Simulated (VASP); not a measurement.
A run of VASP 6.6.1 is set up as follows.

INCAR

```
PREC     = Accurate       # precision mode
ENCUT    = 500            # plane-wave cutoff, eV
EDIFF    = 1E-6           # SCF threshold, eV
ISMEAR   = 0              # smearing method
SIGMA    = 0.02           # smearing width, eV
LREAL    = False          # projectors in reciprocal space
LASPH    = True           # aspherical terms in the spheres
NELM     = 120            # most SCF steps
ALGO     = Normal         # electronic algorithm
ISIF     = 2              # what is computed and relaxed
LWAVE    = False          # write WAVECAR
LCHARG   = True           # write CHGCAR
GGA      = PE             # functional
LELF     = True           # ELF
LVHAR    = True         
NBANDS   = 11             # bands
GGA_COMPAT= False
```

File KPOINTS:

```
Automatic mesh
0
Gamma
  8 8 8
```

Contents of POSCAR:

```
AlAs
1.0
    0.0000000000      2.8638066096      2.8638066096
    2.8638066096      0.0000000000      2.8638066096
    2.8638066096      2.8638066096      0.0000000000
Al As
1 1
Direct
    0.0000000000      0.0000000000      0.0000000000
    0.2500000000      0.2500000000      0.2500000000
```

Potentials or basis: VASP PAW PBE potentials, release 64 (Al, As).

Launch:

```sh
$ cat potpaw_PBE.64/Al/POTCAR potpaw_PBE.64/As/POTCAR > POTCAR
$ mpirun -np 1 vasp_std > vasp.out
```

Q: Predict the pressure.

A: 0.2 GPa.

Q: Predict the band gap on the k mesh.

A: 1.49 eV, indirect (least direct gap 1.78 eV).

A k mesh can miss the band edges. A hybrid or GW would open this gap; PBE tends to underestimate it.
